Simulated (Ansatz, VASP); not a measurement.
## KBr in VASP and in Ansatz

File INCAR:

```
SYSTEM = KBr
PREC     = Accurate       ! precision mode
ENCUT    = 500            ! plane-wave cutoff, eV
EDIFF    = 1E-6           ! SCF threshold, eV
ISMEAR   = 0              ! smearing method
SIGMA    = 0.1            ! smearing width, eV
LREAL    = .False.        ! projectors in reciprocal space
LASPH    = .True.         ! aspherical terms in the spheres
NELM     = 120            ! most SCF steps
ALGO     = Normal         ! electronic algorithm
ISIF     = 2              ! what is computed and relaxed
LWAVE    = .False.        ! write WAVECAR
LCHARG   = .False.        ! write CHGCAR
GGA      = PE             ! functional
NBANDS   = 15             ! bands
GGA_COMPAT= .False.
```

The input KPOINTS:

```
Automatic mesh
0
Gamma
  4 4 4
  0 0 0
```

Contents of POSCAR:

```
KBr
1.0
    0.0000000000      3.2945410000      3.2945410000
    3.2945410000      0.0000000000      3.2945410000
    3.2945410000      3.2945410000      0.0000000000
K Br
1 1
Direct
    0.0000000000      0.0000000000      0.0000000000
    0.5000000000      0.5000000000      0.5000000000
```

Input for Ansatz:

```yaml
crystal:
  lattice:
    - [0.0, 3.294541, 3.294541]
    - [3.294541, 0.0, 3.294541]
    - [3.294541, 3.294541, 0.0]
  atoms:
    - { symbol: K, position: [0.0, 0.0, 0.0] }
    - { symbol: Br, position: [0.5, 0.5, 0.5] }
basis:
  ecutwfc: 420
kpoints:
  mp_grid: { grid: [4, 4, 4] }
hamiltonian:
  xc: pbe
scf:
  occupations: { method: gaussian, width: 0.1 }
output:
  forces: true
  stress: true
  eigenvalues: true
```

Alike in both runs: task single point; functional PBE; k mesh 4 × 4 × 4; occupations gaussian, width 0.1 eV; no spin polarisation.

|  | VASP | Ansatz |
| --- | --- | --- |
| version | VASP 6.6.1 | Ansatz 0.2.0 |
| potentials or method | VASP PAW PBE potentials, release 64 (K_sv, Br), cutoff 500 eV | scalar-relativistic, plane waves, PAW |
| valence electrons in the cell | 16 | 16 |

|  | VASP | Ansatz | Ansatz less VASP |
| --- | --- | --- | --- |
| gap on the k mesh at the Fermi level (eV) | 4.45 | 4.45 | +0.002 |
| least direct gap on the mesh (eV) | 4.45 | 4.45 | +0.002 |
| pressure (GPa) | 0.8 | 0.8 | -0.04 |
